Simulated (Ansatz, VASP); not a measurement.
# One calculation of Na, two programs

```
Na
1.0
    -2.05215    2.05215    2.05215
     2.05215   -2.05215    2.05215
     2.05215    2.05215   -2.05215
Na
1
Cartesian
  0.0000 0.0000 0.0000
```

Alike in both runs: task single point; functional PBE; k mesh 14 × 14 × 14; occupations gaussian, width 0.1 eV; no spin polarisation.

```csv
,VASP,Ansatz
version,VASP 6.6.1,Ansatz 0.2.0
potentials or method,"VASP PAW PBE potentials, release 64 (Na_pv), cutoff 520 eV","scalar-relativistic, plane waves, PAW"
valence electrons in the cell,7,9
```

|  | VASP | Ansatz | Ansatz less VASP |
| --- | --- | --- | --- |
| gap on the k mesh at the Fermi level (eV) | none | none | - |
| pressure (GPa) | 0.6 | 0.6 | +0.03 |

A gap of «none» marks a metal or a gap that the smearing closes. The functional is the same, so the differences come from potentials, cutoffs and numerics. VASP's potentials hold 7 valence electrons a cell and Ansatz's 9, so a difference there can come from the potentials and not from the codes.
